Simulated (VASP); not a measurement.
# Ge (Fm-3m) in VASP: notebook

Runs on Ge. Level: PBEsol. Tasks: single point.

Program: VASP 6.6.1. These are calculated values, not measurements. Logs are shortened: lines on timing, memory, paths and dates and some standing lists are left out, and cuts for length are marked.

## Step 1: The cell of the first run

It takes space group Fm-3m (No. 225, cubic). Conventional cell: a = 4.199 Å, b = 4.199 Å, c = 4.199 Å, α = 90.00°, β = 90.00°, γ = 90.00°. Ge (site symmetry m-3m) has 12 Ge at 2.97 Å within 3.9 Å.

## Step 2: Single point, PBEsol

Input file INCAR:

```
SYSTEM = Ge
PREC = Accurate
ENCUT = 520
EDIFF = 1E-6
ISMEAR = -1
SIGMA = 0.1
LREAL = .FALSE.
LASPH = .TRUE.
NELM = 100
ALGO = Normal
ISIF = 2
LWAVE = .FALSE.
LCHARG = .FALSE.
GGA = PS
NBANDS = 13
```

Input file KPOINTS:

```
regular mesh
0
G
  13 13 13
  0 0 0
```

Input file POSCAR:

```
Ge
1.0
    0.0000000000      2.0996933643      2.0996933643
    2.0996933643      0.0000000000      2.0996933643
    2.0996933643      2.0996933643      0.0000000000
Ge
1
Direct
    0.0000000000      0.0000000000      0.0000000000
```

Potentials or basis: VASP PAW PBE potentials, release 64 (Ge_d).

Launch:

```console
> cat potpaw_PBE.64/Ge_d/POTCAR > POTCAR
> mpirun -np 1 vasp_std > vasp.out
```

OUTCAR:

```text
SYSTEM = Ge
   PREC = Accurate
   ENCUT = 520
   EDIFF = 1E-6
   ISMEAR = -1
   LREAL = .FALSE.
   LASPH = .TRUE.
   NELM = 100
   ISIF = 2
   GGA = PS

 ion  position               nearest neighbor table
   1  0.000  0.000  0.000-

  LATTYP: Found a face centered cubic cell.
 ALAT       =     4.1993867286

  Lattice vectors:

 A1 = (   0.0000000000,   2.0996933643,   2.0996933643)
 A2 = (   2.0996933643,   0.0000000000,   2.0996933643)
 A3 = (   2.0996933643,   2.0996933643,   0.0000000000)

Analysis of symmetry for initial positions (statically):
=====================================================================
 Subroutine PRICEL returns:
 Original cell was already a primitive cell.

 Routine SETGRP: Setting up the symmetry group for a
 face centered cubic supercell.

 Subroutine GETGRP returns: Found 48 space group operations
 (whereof 48 operations were pure point group operations)
 out of a pool of 48 trial point group operations.

The static configuration has the point symmetry O_h .

Analysis of symmetry for dynamics (positions and initial velocities):
=====================================================================
 Subroutine PRICEL returns:
 Original cell was already a primitive cell.

 Routine SETGRP: Setting up the symmetry group for a
 face centered cubic supercell.

 Subroutine GETGRP returns: Found 48 space group operations
 (whereof 48 operations were pure point group operations)
 out of a pool of 48 trial point group operations.

The dynamic configuration has the point symmetry O_h .

 Subroutine INISYM returns: Found 48 space group operations
 (whereof 48 operations are pure point group operations),
 and found     1 'primitive' translations

----------------------------------------------------------------------------------------

                                     Primitive cell

  volume of cell :      18.5139

  direct lattice vectors                    reciprocal lattice vectors
     0.000000000  2.099693364  2.099693364    -0.238130009  0.238130009  0.238130009
     2.099693364  0.000000000  2.099693364     0.238130009 -0.238130009  0.238130009
     2.099693364  2.099693364  0.000000000     0.238130009  0.238130009 -0.238130009

  length of vectors
     2.969414833  2.969414833  2.969414833     0.412453275  0.412453275  0.412453275

  position of ions in fractional coordinates (direct lattice)
     0.000000000  0.000000000  0.000000000

  ion indices of the primitive-cell ions
   primitive index   ion index
                 1           1

----------------------------------------------------------------------------------------

 KPOINTS: regular mesh

Automatic generation of k-mesh.
 Grid dimensions read from file:
 generate k-points for:   13   13   13

 Generating k-lattice:

  Cartesian coordinates                     Fractional coordinates (reciprocal lattice)
    -0.018317693  0.018317693  0.018317693     0.076923077  0.000000000  0.000000000
     0.018317693 -0.018317693  0.018317693     0.000000000  0.076923077  0.000000000
     0.018317693  0.018317693 -0.018317693     0.000000000  0.000000000  0.076923077

  Length of vectors
     0.031727175  0.031727175  0.031727175

  Shift w.r.t. Gamma in fractional coordinates (k-lattice)
     0.000000000  0.000000000  0.000000000

 Subroutine IBZKPT returns following result:
 ===========================================

 Found     84 irreducible k-points:

 Following reciprocal coordinates:
            Coordinates               Weight
  0.000000  0.000000  0.000000      1.000000
  0.076923  0.000000  0.000000      8.000000
  0.153846  0.000000  0.000000      8.000000
  0.230769  0.000000  0.000000      8.000000
  0.307692  0.000000  0.000000      8.000000
  0.384615  0.000000  0.000000      8.000000
[... 16 lines left out ...]
  0.384615  0.153846  0.000000     24.000000
  0.461538  0.153846  0.000000     24.000000
 [... further k-points ...]
   k-points           NKPTS =     84   k-points in BZ     NKDIM =     84   number of bands    NBANDS=     13
   number of dos      NEDOS =    301   number of ions     NIONS =      1
   total plane-waves  NPLWV =  13824
   dimension x,y,z NGX =    24 NGY =   24 NGZ =   24
   dimension x,y,z NGXF=    48 NGYF=   48 NGZF=   48
   ions per type =               1
   NGX,Y,Z   is equivalent  to a cutoff of  13.44, 13.44, 13.44 a.u.
   NGXF,Y,Z  is equivalent  to a cutoff of  26.87, 26.87, 26.87 a.u.
 SYSTEM =  Ge
   PREC   = accura    normal or accurate (medium, high low for compatibility)
   ISTART =      0    job   : 0-new  1-cont  2-samecut
   ICHARG =      2    charge: 1-file 2-atom 10-const
   ISPIN  =      1    spin polarized calculation?
   LNONCOLLINEAR =      F non collinear calculations
   LSORBIT =      F    spin-orbit coupling
   LASPH  =      T    aspherical Exc in radial PAW
   ENCUT  =  520.0 eV  38.22 Ry    6.18 a.u.   5.52  5.52  5.52*2*pi/ulx,y,z
   NELM   =    100;   NELMIN=  2; NELMDL= -5     # of ELM steps
   EDIFF  = 0.1E-05   stopping-criterion for ELM
   LREAL  =      F    real-space projection
   EDIFFG = 0.1E-04   stopping-criterion for IOM
   NSW    =      0    number of steps for IOM
   IBRION =     -1    ionic relax: 0-MD 1-quasi-New 2-CG
   NFREE  =      0    steps in history (QN), initial steepest desc. (CG)
   ISIF   =      2    stress and relaxation
   ISYM   =      2    0-nonsym 1-usesym 2-fastsym
   POTIM  = 0.5000    time-step for ionic-motion
   TEBEG  =    0.0;   TEEND  =   0.0 temperature during run
   PSTRESS=    0.0 pullay stress
   NELECT =      14.0000    total number of electrons
   NUPDOWN=      -1.0000    fix difference up-down
   EMIN   =  10.00;   EMAX   =-10.00  energy-range for DOS
   EFERMI =   0.00;   METHOD = LEGACY
   ISMEAR =    -1;   SIGMA  =   0.10  broadening in eV -4-tet -1-fermi 0-gaus
   EFERMI_NEDOS =   21; number of points for ismear=-14 and -15
   IALGO  =     38    algorithm
   IMIX   =      4    mixing-type and parameters
     AMIX     =   0.40;   BMIX     =  1.00
     AMIX_MAG =   1.60;   BMIX_MAG =  1.00
  volume/ion in A,a.u.               =      18.51       124.94
  Fermi-wavevector in a.u.,A,eV,Ry     =   1.491483  2.818494 30.266452  2.224521
  Thomas-Fermi vector in A             =   2.604132
   LORBIT       =      0    0 simple, 1 ext, 2 COOP (PROOUT), +10 PAW based schemes
   GGA     = PS    functional components
   LHFCALC =     F    Hartree Fock is set to
   AEXX    =    0.0000 exact exchange contribution
   IVDW    =     0    specifies the selected vdW correction
   LEPSILON=     F    determine dielectric tensor
   LRPA    =     F    only Hartree local field effects (RPA)
 non-spin polarized calculation
  energy-cutoff  :      520.00
  volume of cell :       18.51
 maximum number of plane-waves:       531
 NGX is ok and might be reduce to    24
   NGX = 11   NGY = 11   NGZ = 11

 number of electron      13.9999991 magnetization

 Free energy of the ion-electron system (eV)
  ---------------------------------------------------
  ext. energy  EPLUGINS =         0.00000000
  ---------------------------------------------------
  free energy    TOTEN  =        -4.66175308 eV

  energy without entropy =       -4.64684231  energy(sigma->0) =       -4.65429770

 E-fermi :   6.9501     XC(G=0): -11.5317

 val. band max:        6.9466235573   @ k =   0.3846   0.2308   0.0000
 cond. band min:       6.9757327912   @ k =   0.4615   0.3077   0.1538
 fundamental gap:      0.0291092339
 Fermi energy:         6.9501028484

 k-point     1 :       0.0000    0.0000    0.0000
  band No.  band energies     occupation
      1     -17.7840      2.00000
      2     -17.7840      2.00000
      3     -17.7840      2.00000
      4     -17.7308      2.00000
      5     -17.7308      2.00000
      6      -6.4796      2.00000
      7      16.0329      0.00000
      8      16.0329      0.00000
      9      16.0329      0.00000
     10      21.0732      0.00000
     11      21.0732      0.00000
     12      21.0732      0.00000
     13      22.0236      0.00000

 k-point     2 :       0.0769    0.0000    0.0000
  band No.  band energies     occupation
      1     -17.7840      2.00000
      2     -17.7807      2.00000
      3     -17.7807      2.00000
      4     -17.7310      2.00000
      5     -17.7310      2.00000
      6      -6.3296      2.00000
      7      14.5569      0.00000
      8      15.7965      0.00000
      9      15.7965      0.00000
     10      20.1912      0.00000
     11      21.4883      0.00000
     12      21.4883      0.00000
     13      24.0051      0.00000

 k-point     3 :       0.1538    0.0000    0.0000
  band No.  band energies     occupation
      1     -17.7840      2.00000
      2     -17.7737      2.00000
      3     -17.7737      2.00000
      4     -17.7293      2.00000
      5     -17.7293      2.00000
      6      -5.8797      2.00000
      7      11.7412      0.00000
      8      15.2832      0.00000
      9      15.2832      0.00000
     10      19.6113      0.00000
     11      22.2691      0.00000
     12      22.2691      0.00000
     13      24.8424      0.00000
[... 305 lines left out ...]
 k-point    23 :       0.3846    0.1538    0.0000
  band No.  band energies     occupation
      1     -17.7974      2.00000
      2     -17.7674      2.00000
      3     -17.7517      2.00000
      4     -17.7181      2.00000
      5     -17.6864      2.00000
      6      -3.1535      2.00000
      7       5.6623      1.99999
      8      11.8435      0.00000
      9      12.1517      0.00000
     10      16.5454      0.00000
     11      21.3360      0.00000
     12      23.7535      0.00000
     13      24.8179      0.00000

 k-point    24 :       0.4615    0.1538    0.0000
  band No.  band energies     occupation
      1     -17.7944      2.00000
      2     -17.7686      2.00000
      3     -17.7560      2.00000
      4     -17.7076      2.00000
      5     -17.6790      2.00000
      6      -1.7917      2.00000
      7       3.3535      2.00000
      8      11.0228      0.00000
      9      12.2283      0.00000
     10      16.4310      0.00000
     11      22.3464      0.00000
     12      22.7670      0.00000
     13      25.7839      0.00000

 [... further k-points ...]
[... 5 lines left out ...]
  --------------------------------------------------------------------------------------
  -------------------------------------------------------------------------------------
  Total       -0.0033204     -0.0033204     -0.0033204      0.0000000      0.0000000     -0.0000000
  in kB       -0.2873473     -0.2873473     -0.2873473      0.0000000      0.0000000     -0.0000000
  external PRESSURE =      -0.2873473 kB  Pullay stress =       0.0000000 kB

 VOLUME and BASIS-vectors are now :
 -----------------------------------------------------------------------------
  energy-cutoff  :      520.00
  volume of cell :       18.51
      direct lattice vectors                 reciprocal lattice vectors
     0.000000000  2.099693364  2.099693364    -0.238130009  0.238130009  0.238130009
     2.099693364  0.000000000  2.099693364     0.238130009 -0.238130009  0.238130009
     2.099693364  2.099693364  0.000000000     0.238130009  0.238130009 -0.238130009

 POSITION                                       TOTAL-FORCE (eV/Angst)
 -----------------------------------------------------------------------------------
      0.00000      0.00000      0.00000         0.000000      0.000000      0.000000
 -----------------------------------------------------------------------------------
    total drift:                               -0.000000      0.000000     -0.000000

  FREE ENERGIE OF THE ION-ELECTRON SYSTEM (eV)
  ---------------------------------------------------
  free  energy   TOTEN  =        -4.6617530791 eV

  energy  without entropy=       -4.6468423120  energy(sigma->0) =       -4.65429770
```

Wall time 5.7 s (1 thread of Intel Xeon 6975P-C (Granite Rapids), shared host); peak memory 0.14 GiB.

What came out:

* Free energy: -4.6618 eV
* Pressure: 0.0 GPa
* Band gap on the k mesh: zero (band 7 reaches 16.03 eV, above the bottom of band 8 at 4.47 eV)

Levels at points of the mesh, in eV from the Fermi level:
| k point | band 5 | band 6 | band 7 | band 8 | band 9 | band 10 |
| --- | --- | --- | --- | --- | --- | --- |
| (0.00, 0.00, 0.00) | -24.68 | -13.43 | 9.08 | 9.08 | 9.08 | 14.12 |

Caveat: the PAW data sets were made with another functional, which shifts forces and pressure a little.

## Step 3: Single point, PBEsol (volume scaled by 0.88)

Changes to INCAR since step 2:

```diff
@@ -8,3 +8,3 @@
 LASPH = .TRUE.
-NELM = 100
+NELM = 80
 ALGO = Normal
```

Input file KPOINTS:

```
regular mesh
0
G
  15 15 15
  0 0 0
```

Input file POSCAR:

```
Ge
1.0
    0.0000000000      2.0121024959      2.0121024959
    2.0121024959      0.0000000000      2.0121024959
    2.0121024959      2.0121024959      0.0000000000
Ge
1
Direct
    0.0000000000      0.0000000000      0.0000000000
```

Potentials or basis: VASP PAW PBE potentials, release 64 (Ge_d).

Launch:

```console
> cat potpaw_PBE.64/Ge_d/POTCAR > POTCAR
> mpirun -np 1 vasp_std > vasp.out
```

Run time: 7.3 s. Hardware: 1 thread of Intel Xeon 6975P-C (Granite Rapids), shared host; peak memory 0.15 GiB.

It converged, with:

- Free energy: -4.5800 eV
- Pressure: 12.8 GPa
- Band gap on the k mesh: zero (band 7 reaches 18.86 eV, above the bottom of band 8 at 5.74 eV)

Levels at points of the mesh, in eV from the Fermi level:
| k point | band 4 | band 5 | band 6 | band 7 | band 8 | band 9 | band 10 | band 11 |
| --- | --- | --- | --- | --- | --- | --- | --- | --- |
| (0.00, 0.00, 0.00) | -24.78 | -24.78 | -14.66 | 10.36 | 10.36 | 10.36 | 14.97 | 14.97 |

Caveat: the PAW data sets were made with another functional, which shifts forces and pressure a little.

## Step 4: Single point, PBEsol (volume scaled by 0.92)

Input file INCAR:

```
SYSTEM = Ge
PREC = Accurate ; ENCUT = 520
EDIFF = 1E-6 ; ISMEAR = -1
SIGMA = 0.1 ; LREAL = .False.
LASPH = .True. ; NELM = 60
ALGO = Normal ; ISIF = 2
LWAVE = .False. ; LCHARG = .False.
GGA = PS ; NBANDS = 13
```

Input file KPOINTS:

```
Automatic mesh
0
Gamma
  15 15 15
  0 0 0
```

Input file POSCAR:

```
Ge
1.0
    0.0000000000      2.0421383046      2.0421383046
    2.0421383046      0.0000000000      2.0421383046
    2.0421383046      2.0421383046      0.0000000000
Ge
1
Direct
    0.0000000000      0.0000000000      0.0000000000
```

Launch:

```console
> cat potpaw_PBE.64/Ge_d/POTCAR > POTCAR
> mpirun -np 1 vasp_std > vasp.out
```

Run time: 7.1 s. Hardware: 1 thread of Intel Xeon 6975P-C (Granite Rapids), shared host; peak memory 0.15 GiB.

It converged, with:

```yaml
Free_energy: -4.6275 eV
Pressure: 7.7 GPa
Band_gap_on_the_k_mesh: zero (band 7 reaches 17.84 eV, above the bottom of band 8 at 5.27 eV)
```

Levels at points of the mesh, in eV from the Fermi level:
| k point | band 5 | band 6 | band 7 | band 8 | band 9 | band 10 |
| --- | --- | --- | --- | --- | --- | --- |
| (0.00, 0.00, 0.00) | -24.74 | -14.22 | 9.90 | 9.90 | 9.90 | 14.66 |

Caveat: the PAW data sets were made with another functional, which shifts forces and pressure a little.

## Step 5: The runs side by side

```csv
cell,k mesh,gap on the mesh (eV),pressure (GPa)
"a = 2.969 Å, angles 60.0°, 1 atom",13 × 13 × 13,none,0.0
"a = 2.846 Å, angles 60.0°, 1 atom",15 × 15 × 15,none,12.8
"a = 2.888 Å, angles 60.0°, 1 atom",15 × 15 × 15,none,7.7
```

Alike in all rows: task single point; level PBEsol; potentials or basis VASP PAW PBE potentials, release 64 (Ge_d); no spin polarisation; cutoff (eV) 520; smearing fermi-dirac 0.1 eV.

Caveats: the PAW data sets were made with another functional, which shifts forces and pressure a little.

Absolute energies hang on the potentials; compare differences alone.
